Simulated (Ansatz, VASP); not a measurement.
# Sb in VASP and in Ansatz

```xyz
2
Lattice="2.1362 1.2333 3.7189 -2.1362 1.2333 3.7189 0.0000 -2.4666 3.7189" Properties=species:S:1:pos:R:3 pbc="T T T"
Sb    0.0000    0.0000    2.6066
Sb    0.0000    0.0000    8.5500
```

Change from the starting cell: volume scaled by 0.98, PAW files.

Alike in both runs: task electric field gradients; functional LDA; k mesh 12 × 12 × 12; occupations fermi-dirac, width 0.03 eV; no spin polarisation.

```csv
,VASP,Ansatz
version,VASP 6.6.1,Ansatz 0.2.0
potentials or method,"VASP PAW LDA potentials, release 64 (Sb)","PAW with Ansatz's default frozen-core files, scalar-relativistic"
plane-wave cutoff (eV),520,420
valence electrons in the cell,10,30
```

```tsv
	VASP	Ansatz	Ansatz less VASP
pressure (GPa)	0.7	0.4	-0.32
traceless stress, the component that is largest in VASP (GPa)	-0.51	-0.43	+0.084
rms of the force components (eV/Å)	0.143	0.100	-0.0435
size of Vzz on the site where it differs most (V/Å²)	42.9	46.7	+3.83
```

LDA's correlation is that of Perdew and Zunger in VASP and of Perdew and Wang (1992) in Ansatz. Atom by atom the forces differ by 0.043 eV/Å (rms over components). VASP's potentials hold 10 valence electrons a cell and Ansatz's 30, so a difference there can come from the potentials and not from the codes.

Spin-orbit coupling is off throughout.
